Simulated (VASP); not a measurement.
# Hf2N (P4_2/mnm) in VASP: further runs

The runs below take Hf2N through single point, with PBEsol.

Everything below comes from runs of VASP 6.6.1. Logs are shortened: lines on timing, memory, paths and dates and some standing lists are left out, and cuts for length are marked.

### Step 1. The cell of the first run

Symmetry: P4_2/mnm, No. 136, tetragonal system. The conventional cell has a = 4.985 Å, b = 4.985 Å, c = 3.205 Å, α = 90.00°, β = 90.00°, γ = 90.00°. Within 2.8 Å of Hf (site symmetry m2m) lie 3 N at 2.08 to 2.16 Å. N (site symmetry mmm) has 6 Hf at 2.08 to 2.16 Å within 2.8 Å.

### Step 2. Single point, PBEsol (volume 13.272 Å^3 an atom, c/a of the conventional cell 0.6429)

File INCAR:

```
SYSTEM = Hf2N
PREC     = Accurate       ! precision mode
ENCUT    = 520            ! plane-wave cutoff, eV
EDIFF    = 1E-6           ! SCF threshold, eV
ISMEAR   = 0              ! smearing method
SIGMA    = 0.15           ! smearing width, eV
LREAL    = .FALSE.        ! projectors in reciprocal space
LASPH    = .TRUE.         ! aspherical terms in the spheres
NELM     = 100            ! most SCF steps
ALGO     = Normal         ! electronic algorithm
ISIF     = 2              ! what is computed and relaxed
LWAVE    = .FALSE.        ! write WAVECAR
LCHARG   = .TRUE.         ! write CHGCAR
GGA      = PS             ! functional
LELF     = .TRUE.         ! ELF
LVHAR    = .TRUE.       
NBANDS   = 34             ! bands
```

File KPOINTS:

```
regular mesh
0
G
  8 8 14
  0 0 0
```

File POSCAR:

```
Hf2N
1.0
    4.9848037605      0.0000000000      0.0000000000
    0.0000000000      4.9848037605      0.0000000000
    0.0000000000      0.0000000000      3.2047303377
Hf N
4 2
Direct
    0.2954631013      0.2954631013      0.0000000000
    0.7045368987      0.7045368987      0.0000000000
    0.7954631013      0.2045368987      0.5000000000
    0.2045368987      0.7954631013      0.5000000000
    0.0000000000      0.0000000000      0.0000000000
    0.5000000000      0.5000000000      0.5000000000
```

Potentials or basis: VASP PAW PBE potentials, release 64 (Hf_pv, N).

Started as:

```
cat potpaw_PBE.64/Hf_pv/POTCAR potpaw_PBE.64/N/POTCAR > POTCAR
mpirun -np 1 vasp_std > vasp.out
```

OUTCAR:

```text
SYSTEM = Hf2N
   PREC = Accurate
   ENCUT = 520
   EDIFF = 1E-6
   ISMEAR = 0
   LREAL = .FALSE.
   LASPH = .TRUE.
   NELM = 100
   ISIF = 2
   GGA = PS

 ion  position               nearest neighbor table
   1  0.295  0.295  0.000-   5 2.08   6 2.16   6 2.16   2 2.88   4 3.00   3 3.00   4 3.00   3 3.00
                             4 3.00   4 3.00   3 3.00   3 3.00   2 3.58   2 3.58
   2  0.705  0.705  0.000-   5 2.08   6 2.16   6 2.16   1 2.88   4 3.00   3 3.00   4 3.00   3 3.00
                             3 3.00   3 3.00   4 3.00   4 3.00   1 3.58   1 3.58
   3  0.795  0.205  0.500-   6 2.08   5 2.16   5 2.16   4 2.88   1 3.00   1 3.00   2 3.00   2 3.00
                             2 3.00   2 3.00   1 3.00   1 3.00   4 3.58   4 3.58
   4  0.205  0.795  0.500-   6 2.08   5 2.16   5 2.16   3 2.88   1 3.00   1 3.00   2 3.00   2 3.00
                             1 3.00   1 3.00   2 3.00   2 3.00   3 3.58   3 3.58
   5  0.000  0.000  0.000-   1 2.08   2 2.08   3 2.16   4 2.16   3 2.16   4 2.16
   6  0.500  0.500  0.500-   3 2.08   4 2.08   1 2.16   2 2.16   1 2.16   2 2.16

  LATTYP: Found a simple tetragonal cell.
 ALAT       =     4.9848037605
 C/A-ratio  =     0.6429000000

  Lattice vectors:

 A1 = (   4.9848037605,   0.0000000000,   0.0000000000)
 A2 = (   0.0000000000,   4.9848037605,   0.0000000000)
 A3 = (   0.0000000000,   0.0000000000,   3.2047303377)

Analysis of symmetry for initial positions (statically):
=====================================================================
 Subroutine PRICEL returns:
 Original cell was already a primitive cell.

 Routine SETGRP: Setting up the symmetry group for a
 simple tetragonal supercell.

 Subroutine GETGRP returns: Found 16 space group operations
 (whereof  8 operations were pure point group operations)
 out of a pool of 16 trial point group operations.

The static configuration has the point symmetry D_2h.
 The point group associated with its full space group is D_4h.

Analysis of symmetry for dynamics (positions and initial velocities):
=====================================================================
 Subroutine PRICEL returns:
 Original cell was already a primitive cell.

 Routine SETGRP: Setting up the symmetry group for a
 simple tetragonal supercell.

 Subroutine GETGRP returns: Found 16 space group operations
 (whereof  8 operations were pure point group operations)
 out of a pool of 16 trial point group operations.

The dynamic configuration has the point symmetry D_2h.
 The point group associated with its full space group is D_4h.

[... 105 lines left out ...]
   NELM   =    100;   NELMIN=  2; NELMDL= -5     # of ELM steps
   EDIFF  = 0.1E-05   stopping-criterion for ELM
   LREAL  =      F    real-space projection
   EDIFFG = 0.1E-04   stopping-criterion for IOM
   NSW    =      0    number of steps for IOM
   IBRION =     -1    ionic relax: 0-MD 1-quasi-New 2-CG
   NFREE  =      0    steps in history (QN), initial steepest desc. (CG)
   ISIF   =      2    stress and relaxation
   ISYM   =      2    0-nonsym 1-usesym 2-fastsym
   POTIM  = 0.5000    time-step for ionic-motion
   TEBEG  =    0.0;   TEEND  =   0.0 temperature during run
   PSTRESS=    0.0 pullay stress
   NELECT =      50.0000    total number of electrons
   NUPDOWN=      -1.0000    fix difference up-down
   EMIN   =  10.00;   EMAX   =-10.00  energy-range for DOS
   EFERMI =   0.00;   METHOD = LEGACY
   ISMEAR =     0;   SIGMA  =   0.15  broadening in eV -4-tet -1-fermi 0-gaus
   EFERMI_NEDOS =   21; number of points for ismear=-14 and -15
   IALGO  =     38    algorithm
   IMIX   =      4    mixing-type and parameters
     AMIX     =   0.40;   BMIX     =  1.00
     AMIX_MAG =   1.60;   BMIX_MAG =  1.00
  volume/ion in A,a.u.               =      13.27        89.56
  Fermi-wavevector in a.u.,A,eV,Ry     =   1.401852  2.649117 26.738035  1.965190
  Thomas-Fermi vector in A             =   2.524672
   LORBIT       =      0    0 simple, 1 ext, 2 COOP (PROOUT), +10 PAW based schemes
   GGA     = PS    functional components
   LHFCALC =     F    Hartree Fock is set to
   AEXX    =    0.0000 exact exchange contribution
   IVDW    =     0    specifies the selected vdW correction
   LEPSILON=     F    determine dielectric tensor
   LRPA    =     F    only Hartree local field effects (RPA)
 non-spin polarized calculation
 Gauss-broadening in eV      SIGMA  =   0.15
  energy-cutoff  :      520.00
  volume of cell :       79.63
 maximum number of plane-waves:      2166
 NGX is ok and might be reduce to    40
   NGX = 19   NGY = 19   NGZ = 11

 number of electron      50.0000007 magnetization

 Free energy of the ion-electron system (eV)
  ---------------------------------------------------
  ext. energy  EPLUGINS =         0.00000000
  ---------------------------------------------------
  free energy    TOTEN  =       -66.36902030 eV

  energy without entropy =      -66.33935364  energy(sigma->0) =      -66.35418697

 E-fermi :   6.8645     XC(G=0): -12.8012

 val. band max:        6.8605055358   @ k =   0.3750   0.2500   0.3571
 cond. band min:       6.8705028681   @ k =   0.2500   0.1250   0.0000
 fundamental gap:      0.0099973323
 Fermi energy:         6.8644569021

 k-point     1 :       0.0000    0.0000    0.0000
  band No.  band energies     occupation
      1     -24.4192      2.00000
      2     -23.5137      2.00000
      3     -23.4159      2.00000
      4     -23.4159      2.00000
      5     -23.2338      2.00000
      6     -22.8948      2.00000
[... 877 lines left out ...]
     33      11.4224      0.00000
     34      11.4224      0.00000

 [... further k-points ...]
[... 5 lines left out ...]
  --------------------------------------------------------------------------------------
  -------------------------------------------------------------------------------------
  Total       19.5683128     19.5683128     10.5429828     -0.0000000      0.0000000      0.0000000
  in kB      393.7099059    393.7099059    212.1223631     -0.0000000      0.0000000      0.0000000
  external PRESSURE =     333.1807250 kB  Pullay stress =       0.0000000 kB

 VOLUME and BASIS-vectors are now :
 -----------------------------------------------------------------------------
  energy-cutoff  :      520.00
  volume of cell :       79.63
      direct lattice vectors                 reciprocal lattice vectors
     4.984803761  0.000000000  0.000000000     0.200609703  0.000000000  0.000000000
     0.000000000  4.984803761  0.000000000     0.000000000  0.200609703  0.000000000
     0.000000000  0.000000000  3.204730338     0.000000000  0.000000000  0.312038735

 POSITION                                       TOTAL-FORCE (eV/Angst)
 -----------------------------------------------------------------------------------
      1.47283      1.47283      0.00000        -0.083656     -0.083656      0.000000
      3.51198      3.51198      0.00000         0.083656      0.083656     -0.000000
      3.96523      1.01958      1.60237        -0.083656      0.083656      0.000000
      1.01958      3.96523      1.60237         0.083656     -0.083656      0.000000
      0.00000      0.00000      0.00000         0.000000      0.000000      0.000000
      2.49240      2.49240      1.60237         0.000000      0.000000      0.000000
 -----------------------------------------------------------------------------------
    total drift:                               -0.000000      0.000000     -0.000000

  FREE ENERGIE OF THE ION-ELECTRON SYSTEM (eV)
  ---------------------------------------------------
  free  energy   TOTEN  =       -66.3690202951 eV

  energy  without entropy=      -66.3393536405  energy(sigma->0) =      -66.35418697
```

stdout:

```text
POSCAR found type information on POSCAR HfN
 POSCAR found :  2 types and       6 ions
 scaLAPACK will be used
 -----------------------------------------------------------------------------
|                                                                             |
|                                                                             |
|     You enforced a specific xc type in the INCAR file but a different       |
|     I HOPE YOU KNOW WHAT YOU ARE DOING!                                     |
|                                                                             |
 -----------------------------------------------------------------------------

 LDA part: xc-table for (Slater+PW92), standard interpolation
 POSCAR, INCAR and KPOINTS ok, starting setup
 FFT: planning ... GRIDC
 FFT: planning ... GRID_SOFT
 FFT: planning ... GRID
 WAVECAR not read
 entering main loop
```

Run time: 1.7 min. Hardware: 1 thread of Intel Xeon 6975P-C (Granite Rapids), shared host; peak memory 0.37 GiB.

What came out:

```
Free energy            : -66.3690 eV
Pressure               : 33.3 GPa
Largest force          : 0.118 eV/Å
Band gap on the k mesh : zero (band 25 reaches 8.45 eV, above the bottom of band 26 at 5.58 eV)
```

Forces in eV/Å, atoms in the order of the input:
```
Hf  -0.084 -0.084  0.000
Hf   0.084  0.084  0.000
Hf  -0.084  0.084  0.000
Hf   0.084 -0.084  0.000
N    0.000  0.000  0.000
N    0.000  0.000  0.000
```

Caveat: the PAW data sets were made with another functional, which shifts forces and pressure a little; spin-orbit coupling is left out, which moves the levels of the heavy elements.

### Step 3. Single point, PBEsol (volume 13.272 Å^3 an atom, c/a of the conventional cell 0.5777)

File INCAR:

```
PREC = Accurate
ENCUT = 520
EDIFF = 1E-6
ISMEAR = 0
SIGMA = 0.15
LREAL = F
LASPH = T
NELM = 60
ALGO = Normal
ISIF = 2
LWAVE = F
LCHARG = T
GGA = PS
LELF = T
LVHAR = T
NBANDS = 34
```

File KPOINTS:

```
regular mesh
0
Gamma
  8 8 14
```

POSCAR: that of step 2 with these lines changed.

```diff
@@ -2,5 +2,5 @@
 1.0
-    4.9848037605      0.0000000000      0.0000000000
-    0.0000000000      4.9848037605      0.0000000000
-    0.0000000000      0.0000000000      3.2047303377
+    5.1656909349      0.0000000000      0.0000000000
+    0.0000000000      5.1656909349      0.0000000000
+    0.0000000000      0.0000000000      2.9842196531
 Hf N
```

Potentials or basis: VASP PAW PBE potentials, release 64 (Hf_pv, N).

Started as:

```
cat potpaw_PBE.64/Hf_pv/POTCAR potpaw_PBE.64/N/POTCAR > POTCAR
mpirun -np 1 vasp_std > vasp.out
```

OUTCAR:

```text
PREC = Accurate
   ENCUT = 520
   EDIFF = 1E-6
   ISMEAR = 0
   LREAL = F
   LASPH = T
   NELM = 60
   ISIF = 2
   GGA = PS

 ion  position               nearest neighbor table
   1  0.295  0.295  0.000-   6 2.11   6 2.11   5 2.16   2 2.99   4 3.02   3 3.02   4 3.02   3 3.02
                             4 3.02   4 3.02   3 3.02   3 3.02   2 3.71   2 3.71
   2  0.705  0.705  0.000-   6 2.11   6 2.11   5 2.16   1 2.99   4 3.02   3 3.02   4 3.02   3 3.02
                             3 3.02   3 3.02   4 3.02   4 3.02   1 3.71   1 3.71
   3  0.795  0.205  0.500-   5 2.11   5 2.11   6 2.16   4 2.99   1 3.02   1 3.02   2 3.02   2 3.02
                             2 3.02   2 3.02   1 3.02   1 3.02   4 3.71   4 3.71
   4  0.205  0.795  0.500-   5 2.11   5 2.11   6 2.16   3 2.99   1 3.02   1 3.02   2 3.02   2 3.02
                             1 3.02   1 3.02   2 3.02   2 3.02   3 3.71   3 3.71
   5  0.000  0.000  0.000-   3 2.11   4 2.11   3 2.11   4 2.11   1 2.16   2 2.16
   6  0.500  0.500  0.500-   1 2.11   2 2.11   1 2.11   2 2.11   3 2.16   4 2.16

  LATTYP: Found a simple tetragonal cell.
 ALAT       =     5.1656909349
 C/A-ratio  =     0.5777000000

  Lattice vectors:

 A1 = (   5.1656909349,   0.0000000000,   0.0000000000)
 A2 = (   0.0000000000,   5.1656909349,   0.0000000000)
 A3 = (   0.0000000000,   0.0000000000,   2.9842196531)

Analysis of symmetry for initial positions (statically):
[... 185 lines left out ...]

 val. band max:        6.8271490259   @ k =   0.5000   0.5000   0.2143
 cond. band min:       6.8402847778   @ k =   0.1250   0.0000   0.2143
 fundamental gap:      0.0131357519
 Fermi energy:         6.8361243871

 k-point     1 :       0.0000    0.0000    0.0000
  band No.  band energies     occupation
      1     -24.3607      2.00000
      2     -23.5445      2.00000
      3     -23.4780      2.00000
      4     -23.4780      2.00000
      5     -22.9465      2.00000
      6     -22.8518      2.00000
[... 877 lines left out ...]
     33      11.6129      0.00000
     34      11.6129      0.00000

 [... further k-points ...]
[... 5 lines left out ...]
  --------------------------------------------------------------------------------------
  -------------------------------------------------------------------------------------
  Total       13.2424157     13.2424157     24.7206641      0.0000000      0.0000000      0.0000000
  in kB      266.4343267    266.4343267    497.3740160      0.0000000      0.0000000      0.0000000
  external PRESSURE =     343.4142232 kB  Pullay stress =       0.0000000 kB

 VOLUME and BASIS-vectors are now :
 -----------------------------------------------------------------------------
  energy-cutoff  :      520.00
  volume of cell :       79.63
      direct lattice vectors                 reciprocal lattice vectors
     5.165690935  0.000000000  0.000000000     0.193584946  0.000000000  0.000000000
     0.000000000  5.165690935  0.000000000     0.000000000  0.193584946  0.000000000
     0.000000000  0.000000000  2.984219653     0.000000000  0.000000000  0.335095977

 POSITION                                       TOTAL-FORCE (eV/Angst)
 -----------------------------------------------------------------------------------
      1.52627      1.52627      0.00000        -0.342999     -0.342999      0.000000
      3.63942      3.63942      0.00000         0.342999      0.342999     -0.000000
      4.10912      1.05657      1.49211        -0.342999      0.342999     -0.000000
      1.05657      4.10912      1.49211         0.342999     -0.342999      0.000000
      0.00000      0.00000      0.00000        -0.000000      0.000000      0.000000
      2.58285      2.58285      1.49211        -0.000000      0.000000      0.000000
 -----------------------------------------------------------------------------------
    total drift:                               -0.000000      0.000000     -0.000000

  FREE ENERGIE OF THE ION-ELECTRON SYSTEM (eV)
  ---------------------------------------------------
  free  energy   TOTEN  =       -66.3069178507 eV

  energy  without entropy=      -66.2820853916  energy(sigma->0) =      -66.29450162
```

stdout:

```text
POSCAR found type information on POSCAR HfN
 POSCAR found :  2 types and       6 ions
 scaLAPACK will be used
 -----------------------------------------------------------------------------
|                                                                             |
|                                                                             |
|     You enforced a specific xc type in the INCAR file but a different       |
|     I HOPE YOU KNOW WHAT YOU ARE DOING!                                     |
|                                                                             |
 -----------------------------------------------------------------------------

 LDA part: xc-table for (Slater+PW92), standard interpolation
 POSCAR, INCAR and KPOINTS ok, starting setup
 FFT: planning ... GRIDC
 FFT: planning ... GRID_SOFT
 FFT: planning ... GRID
 WAVECAR not read
 entering main loop
```

It took 1.8 min on 1 thread of Intel Xeon 6975P-C (Granite Rapids), shared host; peak memory 0.37 GiB.

Results:

| Item | Value |
| --- | --- |
| Free energy | -66.3069 eV |
| Pressure | 34.3 GPa |
| Largest force | 0.485 eV/Å |
| Band gap on the k mesh | zero (band 25 reaches 8.57 eV, above the bottom of band 26 at 5.61 eV) |

Forces on the atoms (eV/Å):
```
Hf  -0.343 -0.343  0.000
Hf   0.343  0.343  0.000
Hf  -0.343  0.343  0.000
Hf   0.343 -0.343  0.000
N    0.000  0.000  0.000
N    0.000  0.000  0.000
```

Stress tensor (GPa, compression positive):
```
26.64  0.00  0.00
 0.00 26.64  0.00
 0.00  0.00 49.74
```

Levels at points of the mesh, in eV from the Fermi level:
```tsv
k point	band 22	band 23	band 24	band 25	band 26	band 27	band 28	band 29
(0.00, 0.00, 0.00)	-2.50	0.15	0.47	1.17	1.17	1.38	1.77	2.44
(0.50, 0.00, 0.00)	-2.80	-1.29	-1.29	1.74	1.74	1.92	1.92	2.69
(0.50, 0.50, 0.00)	-2.06	-1.67	-1.67	1.22	1.22	1.61	1.61	2.07
(0.00, 0.00, 0.50)	-1.49	-1.34	-1.34	-1.22	-1.22	2.24	2.24	4.09
(0.50, 0.00, 0.50)	-2.32	-1.00	-1.00	-0.90	-0.90	1.94	1.94	4.28
(0.50, 0.50, 0.50)	-1.84	-1.28	-1.28	-0.05	-0.05	1.50	1.50	3.19
```

Caveat: the PAW data sets were made with another functional, which shifts forces and pressure a little; spin-orbit coupling is left out, which moves the levels of the heavy elements.

### Step 4. Single point, PBEsol (volume 13.272 Å^3 an atom, c/a of the conventional cell 0.6094)

File INCAR:

```
ALGO = Normal
EDIFF = 1E-7
ENCUT = 520
GGA = PS
ISIF = 2
ISMEAR = 0
LASPH = True
LCHARG = True
LELF = True
LREAL = False
LVHAR = True
LWAVE = False
NBANDS = 34
NELM = 100
PREC = Accurate
SIGMA = 0.15
```

File KPOINTS:

```
k-points
0
Gamma
  8 8 14
```

POSCAR: that of step 3 with these lines changed.

```diff
@@ -2,5 +2,5 @@
 1.0
-    5.1656909349      0.0000000000      0.0000000000
-    0.0000000000      5.1656909349      0.0000000000
-    0.0000000000      0.0000000000      2.9842196531
+    5.0743864271      0.0000000000      0.0000000000
+    0.0000000000      5.0743864271      0.0000000000
+    0.0000000000      0.0000000000      3.0925772013
 Hf N
```

Started as:

```
cat potpaw_PBE.64/Hf_pv/POTCAR potpaw_PBE.64/N/POTCAR > POTCAR
mpirun -np 1 vasp_std > vasp.out
```

Wall time 2 min (1 thread of Intel Xeon 6975P-C (Granite Rapids), shared host); peak memory 0.37 GiB.

The run converged. Its results:

```
Free energy            : -66.5215 eV
Pressure               : 33.5 GPa
Largest force          : 0.302 eV/Å
Band gap on the k mesh : zero (band 25 reaches 8.63 eV, above the bottom of band 26 at 5.50 eV)
```

Forces in eV/Å, atoms in the order of the input:
```
Hf  -0.214 -0.214  0.000
Hf   0.214  0.214  0.000
Hf  -0.214  0.214  0.000
Hf   0.214 -0.214  0.000
N    0.000  0.000  0.000
N    0.000  0.000  0.000
```

Stress tensor (GPa, compression positive):
```
33.08  0.00  0.00
 0.00 33.08  0.00
 0.00  0.00 34.46
```

Levels at points of the mesh, in eV from the Fermi level:
| k point | band 24 | band 25 | band 26 | band 27 | band 28 | band 29 |
| --- | --- | --- | --- | --- | --- | --- |
| (0.00, 0.00, 0.00) | 0.82 | 1.13 | 1.32 | 1.32 | 1.77 | 1.97 |
| (0.50, 0.00, 0.00) | -1.21 | 1.79 | 1.79 | 2.13 | 2.13 | 2.32 |
| (0.50, 0.50, 0.00) | -1.53 | 1.19 | 1.19 | 1.77 | 1.77 | 2.26 |
| (0.00, 0.00, 0.50) | -1.37 | -1.34 | -1.34 | 2.49 | 2.49 | 4.26 |
| (0.50, 0.00, 0.50) | -1.09 | -0.99 | -0.99 | 2.05 | 2.05 | 4.46 |
| (0.50, 0.50, 0.50) | -1.11 | -0.24 | -0.24 | 1.58 | 1.58 | 3.30 |

Caveat: the PAW data sets were made with another functional, which shifts forces and pressure a little; spin-orbit coupling is left out, which moves the levels of the heavy elements.

(Continued in part 2 of 2.)
